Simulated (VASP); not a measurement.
# TlCl (Pm-3m) in VASP: notebook, part 2 of 3

VASP 6.6.1.

## Step 4: Vibrations by perturbation theory, LDA

Input file INCAR:

```
ALGO = Normal
EDIFF = 1E-8
ENCUT = 500
GGA = CA
GGA_COMPAT = False
IBRION = 8
ISIF = 2
ISMEAR = 0
LASPH = True
LCHARG = False
LREAL = False
LWAVE = False
NELM = 120
NSW = 1
PREC = Accurate
SIGMA = 0.01
```

Input file KPOINTS:

```
k-points
0
Gamma
  6 6 6
```

Input file POSCAR:

```
TlCl
1.0
    3.6938912535      0.0000000000      0.0000000000
    0.0000000000      3.6938912535      0.0000000000
    0.0000000000      0.0000000000      3.6938912535
Tl Cl
1 1
Direct
    0.0000000000      0.0000000000      0.0000000000
    0.5000000000      0.5000000000      0.5000000000
```

Potentials or basis: VASP PAW LDA potentials, release 64 (Tl_d, Cl).

Run with:

```console
> cat potpaw_LDA.64/Tl_d/POTCAR potpaw_LDA.64/Cl/POTCAR > POTCAR
> mpirun -np 1 vasp_std > vasp.out
```

OUTCAR:

```text
EDIFF = 1E-8
   ENCUT = 500
   GGA = CA
   IBRION = 8
   ISIF = 2
   ISMEAR = 0
   LASPH = True
   LREAL = False
   NELM = 120
   NSW = 1
   PREC = Accurate

 ion  position               nearest neighbor table
   1  0.000  0.000  0.000-   2 3.20   2 3.20   2 3.20   2 3.20   2 3.20   2 3.20   2 3.20   2 3.20

   2  0.500  0.500  0.500-   1 3.20   1 3.20   1 3.20   1 3.20   1 3.20   1 3.20   1 3.20   1 3.20

  LATTYP: Found a simple cubic cell.
 ALAT       =     3.6938912535

  Lattice vectors:

 A1 = (   3.6938912535,   0.0000000000,   0.0000000000)
 A2 = (   0.0000000000,   3.6938912535,   0.0000000000)
 A3 = (   0.0000000000,   0.0000000000,   3.6938912535)

Analysis of symmetry for initial positions (statically):
=====================================================================
 Subroutine PRICEL returns:
 Original cell was already a primitive cell.

 Routine SETGRP: Setting up the symmetry group for a
 simple cubic supercell.

 Subroutine GETGRP returns: Found 48 space group operations
 (whereof 48 operations were pure point group operations)
 out of a pool of 48 trial point group operations.

The static configuration has the point symmetry O_h .

Analysis of symmetry for dynamics (positions and initial velocities):
=====================================================================
 Subroutine PRICEL returns:
 Original cell was already a primitive cell.

 Routine SETGRP: Setting up the symmetry group for a
 simple cubic supercell.

 Subroutine GETGRP returns: Found 48 space group operations
 (whereof 48 operations were pure point group operations)
 out of a pool of 48 trial point group operations.

The dynamic configuration has the point symmetry O_h .

 Subroutine INISYM returns: Found 48 space group operations
[... 515 lines left out ...]

  FREE ENERGIE OF THE ION-ELECTRON SYSTEM (eV)
  ---------------------------------------------------
  free  energy   TOTEN  =        -7.0055871204 eV

  energy  without entropy=       -7.0055871204  energy(sigma->0) =       -7.00558712

[... ionic steps 2 to 3 ...]

--------------------------------------- Ionic step        4  -------------------------------------------

------------------------ aborting loop because EDIFF is reached ----------------------------------------

[... ionic steps 5 to 6 ...]

--------------------------------------- Ionic step        7  -------------------------------------------

 Free energy of the ion-electron system (eV)
  ---------------------------------------------------
  ---------------------------------------------------
  free energy    TOTEN  =        -0.19021526 eV

  energy without entropy =       -0.19021526

------------------------ aborting loop because EDIFF is reached ----------------------------------------

 INTERNAL STRAIN TENSOR  FOR ION    2  DIRECTION 1   (eV/Angst):
 -----------------------------------------------------------------------------
    -0.01187 -0.00000  0.00000
     0.00000  0.01207 -0.00000
    -0.00000 -0.00000  0.01207

 INTERNAL STRAIN TENSOR FOR ION    2 for displacements in x,y,z  (eV/Angst):
          X           Y           Z          XY          YZ          ZX
  --------------------------------------------------------------------------------
  x     0.00000     0.00000     0.00000     0.00000     0.00000     0.00000
  y     0.00000     0.00000     0.00000     0.00000     0.00000     0.00000
  z     0.00000     0.00000     0.00000     0.00000     0.00000     0.00000

 SECOND DERIVATIVES (NOT SYMMETRIZED)
 ------------------------------------
               1X          1Y          1Z          2X          2Y          2Z
  1X    -0.467494   -0.000000    0.000000    0.467494    0.000000    0.000000
  1Y    -0.000000   -0.467494    0.000000    0.000000    0.467494   -0.000000
  1Z    -0.000000   -0.000000   -0.467494    0.000000    0.000000    0.467494
  2X     0.450729   -0.000000    0.000000   -0.450729    0.000000   -0.000000
  2Y    -0.000000    0.450729   -0.000000    0.000000   -0.450729    0.000000
  2Z    -0.000000   -0.000000    0.450729    0.000000    0.000000   -0.450729

 Eigenvectors and eigenvalues of the dynamical matrix
 ----------------------------------------------------

   1 f  =    1.914773 THz    12.030874 2PiTHz   63.869954 cm-1     7.918861 meV
             X         Y         Z           dx          dy          dz
      0.000000  0.000000  0.000000    -0.000000    0.390530    0.000000
      1.846946  1.846946  1.846946    -0.000000   -0.920590    0.000000
[... 21 lines left out ...]
   6 f/i=    0.012569 THz     0.078976 2PiTHz    0.419273 cm-1     0.051983 meV
             X         Y         Z           dx          dy          dz
      0.000000  0.000000  0.000000     0.920590    0.000000    0.000000
      1.846946  1.846946  1.846946     0.390530    0.000000    0.000000

--------------------------------------------------------------------------------------------------------

 ELASTIC MODULI CONTR FROM IONIC RELAXATION (kBar)
 Direction    XX          YY          ZZ          XY          YZ          ZX
 --------------------------------------------------------------------------------
 XX           0.0000      0.0000      0.0000      0.0000      0.0000      0.0000
 YY           0.0000      0.0000      0.0000      0.0000      0.0000      0.0000
 ZZ           0.0000      0.0000      0.0000      0.0000      0.0000      0.0000
 XY           0.0000      0.0000      0.0000      0.0000      0.0000      0.0000
 YZ           0.0000      0.0000      0.0000      0.0000      0.0000      0.0000
 ZX           0.0000      0.0000      0.0000      0.0000      0.0000      0.0000
 --------------------------------------------------------------------------------
```

stdout:

```text
POSCAR found type information on POSCAR TlCl
 POSCAR found :  2 types and       2 ions
 scaLAPACK will be used
 LDA part: xc-table for (Slater(with rela. corr.)+CA(PZ))
 , standard interpolation
 POSCAR, INCAR and KPOINTS ok, starting setup
 FFT: planning ... GRIDC
 FFT: planning ... GRID_SOFT
 FFT: planning ... GRID
 WAVECAR not read
 entering main loop
 Linear response reoptimize wavefunctions to high precision
 Linear response DOF=           2
 Linear response progress:
 first order change of Fermi-energy   0.34826E-03
 force on displaced ion       1 direction 1 :  -0.467  -0.000  -0.000
 Linear response progress:
 first order change of Fermi-energy   0.85868E-03
 force on displaced ion       2 direction 1 :  -0.451   0.000   0.000
 Linear response finished
```

Wall time 40 s (1 thread of Intel Xeon Platinum 8488C (Sapphire Rapids), shared host); peak memory 0.21 GiB.

What came out:

```
Highest phonon frequency at Γ, LO-TO splitting left out : 64 cm⁻¹
```

Phonon frequencies in cm⁻¹ (negative: imaginary):
```
              q point     frequencies
(0.000, 0.000, 0.000)  0 0 0 64 64 64
```

Caveat: spin-orbit coupling is left out, which moves the levels of the heavy elements.

## Step 5: Vibrations by perturbation theory, LDA (25.96 Å³/atom)

This run uses another cell than the first one, of 25.96 Å³/atom.

Input file INCAR:

```
SYSTEM = TlCl
ALGO     = Normal         ! electronic algorithm
EDIFF    = 1E-8           ! SCF threshold, eV
ENCUT    = 500            ! plane-wave cutoff, eV
GGA      = CA             ! functional
GGA_COMPAT= .False.      
IBRION   = 8              ! ionic algorithm
ISIF     = 2              ! what is computed and relaxed
ISMEAR   = 0              ! smearing method
LASPH    = .True.         ! aspherical terms in the spheres
LCHARG   = .False.        ! write CHGCAR
LREAL    = .False.        ! projectors in reciprocal space
LWAVE    = .False.        ! write WAVECAR
NBANDS   = 17             ! bands
NELM     = 120            ! most SCF steps
NSW      = 1              ! ionic steps
PREC     = Accurate       ! precision mode
SIGMA    = 0.01           ! smearing width, eV
```

Input file KPOINTS:

```
k-points
0
Gamma
  6 6 6
  0 0 0
```

Input file POSCAR:

```
TlCl
1.0
    3.7304668129      0.0000000000      0.0000000000
    0.0000000000      3.7304668129      0.0000000000
    0.0000000000      0.0000000000      3.7304668129
Tl Cl
1 1
Direct
    0.0000000000      0.0000000000      0.0000000000
    0.5000000000      0.5000000000      0.5000000000
```

Potentials or basis: VASP PAW LDA potentials, release 64 (Tl_d, Cl).

Run with:

```console
> cat potpaw_LDA.64/Tl_d/POTCAR potpaw_LDA.64/Cl/POTCAR > POTCAR
> mpirun -np 1 vasp_std > vasp.out
```

OUTCAR:

```text
SYSTEM = TlCl
   EDIFF = 1E-8
   ENCUT = 500
   GGA = CA
   IBRION = 8
   ISIF = 2
   ISMEAR = 0
   LASPH = .True.
   LREAL = .False.
   NELM = 120
   NSW = 1
   PREC = Accurate

 ion  position               nearest neighbor table
   1  0.000  0.000  0.000-   2 3.23   2 3.23   2 3.23   2 3.23   2 3.23   2 3.23   2 3.23   2 3.23

   2  0.500  0.500  0.500-   1 3.23   1 3.23   1 3.23   1 3.23   1 3.23   1 3.23   1 3.23   1 3.23

  LATTYP: Found a simple cubic cell.
 ALAT       =     3.7304668129

  Lattice vectors:

 A1 = (   3.7304668129,   0.0000000000,   0.0000000000)
 A2 = (   0.0000000000,   3.7304668129,   0.0000000000)
 A3 = (   0.0000000000,   0.0000000000,   3.7304668129)

Analysis of symmetry for initial positions (statically):
=====================================================================
 Subroutine PRICEL returns:
 Original cell was already a primitive cell.

 Routine SETGRP: Setting up the symmetry group for a
 simple cubic supercell.

 Subroutine GETGRP returns: Found 48 space group operations
 (whereof 48 operations were pure point group operations)
 out of a pool of 48 trial point group operations.

The static configuration has the point symmetry O_h .

Analysis of symmetry for dynamics (positions and initial velocities):
=====================================================================
 Subroutine PRICEL returns:
 Original cell was already a primitive cell.

 Routine SETGRP: Setting up the symmetry group for a
[... 581 lines left out ...]
      1.86523      1.86523      1.86523         0.000000      0.000000      0.000000
 -----------------------------------------------------------------------------------
    total drift:                               -0.000000      0.000000      0.000000

  FREE ENERGIE OF THE ION-ELECTRON SYSTEM (eV)
  ---------------------------------------------------
  free  energy   TOTEN  =        -7.0015672167 eV

  energy  without entropy=       -7.0015672167  energy(sigma->0) =       -7.00156722

[... ionic steps 2 to 3 ...]

--------------------------------------- Ionic step        4  -------------------------------------------

------------------------ aborting loop because EDIFF is reached ----------------------------------------

[... ionic steps 5 to 6 ...]

--------------------------------------- Ionic step        7  -------------------------------------------

 Free energy of the ion-electron system (eV)
  ---------------------------------------------------
  ---------------------------------------------------
  free energy    TOTEN  =        -0.19050855 eV

  energy without entropy =       -0.19050855

------------------------ aborting loop because EDIFF is reached ----------------------------------------

 INTERNAL STRAIN TENSOR  FOR ION    2  DIRECTION 1   (eV/Angst):
 -----------------------------------------------------------------------------
    -0.01096  0.00000 -0.00000
     0.00000  0.01161 -0.00000
    -0.00000 -0.00000  0.01161

 INTERNAL STRAIN TENSOR FOR ION    2 for displacements in x,y,z  (eV/Angst):
          X           Y           Z          XY          YZ          ZX
  --------------------------------------------------------------------------------
  x     0.00000     0.00000     0.00000     0.00000     0.00000     0.00000
  y     0.00000     0.00000     0.00000     0.00000     0.00000     0.00000
  z     0.00000     0.00000     0.00000     0.00000     0.00000     0.00000

 SECOND DERIVATIVES (NOT SYMMETRIZED)
 ------------------------------------
               1X          1Y          1Z          2X          2Y          2Z
  1X    -0.316471    0.000000   -0.000000    0.316471   -0.000000    0.000000
  1Y     0.000000   -0.316471   -0.000000   -0.000000    0.316471    0.000000
  1Z    -0.000000   -0.000000   -0.316471    0.000000    0.000000    0.316471
  2X     0.304281   -0.000000   -0.000000   -0.304281    0.000000    0.000000
  2Y    -0.000000    0.304281   -0.000000    0.000000   -0.304281    0.000000
  2Z    -0.000000   -0.000000    0.304281    0.000000    0.000000   -0.304281

 Eigenvectors and eigenvalues of the dynamical matrix
 ----------------------------------------------------

   1 f  =    1.573584 THz     9.887122 2PiTHz   52.489123 cm-1     6.507819 meV
             X         Y         Z           dx          dy          dz
      0.000000  0.000000  0.000000    -0.000000   -0.000000   -0.390993
      1.865233  1.865233  1.865233    -0.000000   -0.000000    0.920394
[... 21 lines left out ...]
   6 f/i=    0.011121 THz     0.069875 2PiTHz    0.370953 cm-1     0.045992 meV
             X         Y         Z           dx          dy          dz
      0.000000  0.000000  0.000000     0.918470   -0.059255    0.005181
      1.865233  1.865233  1.865233     0.390175   -0.025172    0.002201

--------------------------------------------------------------------------------------------------------

 ELASTIC MODULI CONTR FROM IONIC RELAXATION (kBar)
 Direction    XX          YY          ZZ          XY          YZ          ZX
 --------------------------------------------------------------------------------
 XX           0.0000      0.0000      0.0000      0.0000      0.0000      0.0000
 YY           0.0000      0.0000      0.0000      0.0000      0.0000      0.0000
 ZZ           0.0000      0.0000      0.0000      0.0000      0.0000      0.0000
 XY           0.0000      0.0000      0.0000      0.0000      0.0000      0.0000
 YZ           0.0000      0.0000      0.0000      0.0000      0.0000      0.0000
 ZX           0.0000      0.0000      0.0000      0.0000      0.0000      0.0000
 --------------------------------------------------------------------------------
```

Run time: 46 s. Hardware: 1 thread of Intel Xeon Platinum 8488C (Sapphire Rapids), shared host; peak memory 0.21 GiB.

What came out:

```yaml
Highest_phonon_frequency_at_Γ_LO-TO_splitting_left_out: 52 cm⁻¹
```

Phonon frequencies in cm⁻¹ (negative: imaginary):
| q point | frequencies |
| --- | --- |
| (0.000, 0.000, 0.000) | 0 0 0 52 52 52 |

Caveat: the cell stands under pressure or tension, which shifts response properties; spin-orbit coupling is left out, which moves the levels of the heavy elements.

(Part 2 of 3 ends here.)
